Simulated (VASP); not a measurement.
Wanted: the native input for a VASP 6.6.1 run.

| Property | Result |
| --- | --- |
| Task | single point |
| Functional | PBE |
| Potentials or basis | VASP PAW PBE potentials, release 64 (Be) |
| Cutoff | 520 eV |
| k mesh | 6 × 6 × 4 |
| Occupations | gaussian, width 0.2 eV |
| Spin | no spin polarisation |
| Dipole correction | no |
| Further INCAR settings | ALGO = Normal; EDIFF = 1e-06; NBANDS = 15 |

The structure of Be lies in POSCAR:

```
Be
1.0
    2.1646114326     -1.9001626581     -2.5561992628
   -2.5094663891     -1.9253830630      2.1964643284
   -2.7253805361     -0.7529859731     -2.6836505034
Be
6
Direct
    0.6666520755      0.3333269268      0.6667029323
    0.1666396738      0.8332947756      0.1667463336
    0.3333411500      0.6666853043      0.6666794344
    0.8333213341      0.1666438574      0.1666557691
    1.0000113755      1.0000284162      0.6665915449
    0.5000343912      0.5000207197      0.1666239856
```

The input as run:

INCAR

```
SYSTEM = Be
ALGO = Normal
EDIFF = 1E-6
ENCUT = 520
GGA = PE
ISIF = 2
ISMEAR = 0
LASPH = .TRUE.
LCHARG = .FALSE.
LREAL = .FALSE.
LWAVE = .FALSE.
NBANDS = 15
NELM = 80
PREC = Accurate
SIGMA = 0.2
```

KPOINTS

```
k-points
0
G
  6 6 4
  0 0 0
```

Potentials or basis: VASP PAW PBE potentials, release 64 (Be).

Command:

```sh
$ cat potpaw_PBE.64/Be/POTCAR > POTCAR
$ mpirun -np 1 vasp_std > vasp.out
```

Results of the run:

* Pressure: 0.2 GPa
* Band gap on the k mesh: zero (band 6 reaches 7.84 eV, above the bottom of band 7 at 7.22 eV)

Caveat: the k points lie up to 0.43 Å⁻¹ apart.

It took 42 s on 1 thread of AMD EPYC 7R43 64-Core Processor (Zen 3), with other jobs on the host, peak memory 0.14 GiB.
